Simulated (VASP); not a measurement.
A run of VASP 6.6.1 is set up as follows.

The input INCAR:

```
SYSTEM = AlB2P3
PREC = Accurate
ENCUT = 520
EDIFF = 1E-6
ISMEAR = 0
SIGMA = 0.1
LREAL = .False.
LASPH = .True.
NELM = 100
ALGO = Normal
ISIF = 2
LWAVE = .False.
LCHARG = .False.
GGA = PE
NBANDS = 21
```

KPOINTS

```
regular mesh
0
Gamma
  8 8 8
  0 0 0
```

File POSCAR:

```
AlB2P3
1.0
   -1.7513075000      1.7513075000      7.4301684400
    1.7513075000     -1.7513075000      7.4301684400
    1.7513075000      1.7513075000     -7.4301684400
Al B P
1 2 3
Direct
    0.0000000000      0.0000000000      0.0000000000
    0.6666666700      0.6666666700      0.0000000000
    0.3333333300      0.3333333300      0.0000000000
    0.5833333300      0.0833333300      0.5000000000
    0.2500000000      0.7500000000      0.5000000000
    0.9166666700      0.4166666700      0.5000000000
```

Potentials or basis: VASP PAW PBE potentials, release 64 (Al, B, P).

The run is started by

```console
$ cat potpaw_PBE.64/Al/POTCAR potpaw_PBE.64/B/POTCAR potpaw_PBE.64/P/POTCAR > POTCAR
$ mpirun -np 1 vasp_std > vasp.out
```

Problem. Predict the largest force.

Solution. 4.935 eV/Å.

Problem. Estimate the pressure.

Solution. 0.8 GPa.

Stress tensor (GPa, compression positive):
```
1.21 0.00 0.00
0.00 1.21 0.00
0.00 0.00 0.05
```

Caveat: forces of over 1 eV/Å act on the atoms, so gaps and moduli don't describe the material at rest.
